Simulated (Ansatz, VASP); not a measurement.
TaN in VASP and in Ansatz

```
Ta N
1.0
     0.00000    2.20816    2.20816
     2.20816    0.00000    2.20816
     2.20816    2.20816    0.00000
Ta N
1 1
Direct
  0.00000 0.00000 0.00000
  0.50000 0.50000 0.50000
```

Alike in both runs: functional PBE; k mesh 16 × 16 × 16; occupations gaussian, width 0.1 eV; no spin polarisation.

Ansatz relaxed the structure, and its values are those at the end. VASP's run is a single point on that final structure, the one shown.

|  | VASP | Ansatz |
| --- | --- | --- |
| version | VASP 6.6.1 | Ansatz 0.2.0 |
| potentials or method | VASP PAW PBE potentials, release 64 (Ta_pv, N), cutoff 600 eV | scalar-relativistic, plane waves, PAW |
| valence electrons in the cell | 16 | 18 |

```csv
,VASP,Ansatz,Ansatz less VASP
gap on the k mesh at the Fermi level (eV),none,none,-
pressure (GPa),0.9,0.0,-0.88
```

A gap of «none» marks a metal or a gap that the smearing closes. VASP's potentials hold 16 valence electrons a cell and Ansatz's 18, so a difference there can come from the potentials and not from the codes.

Neither program's run includes spin-orbit coupling.
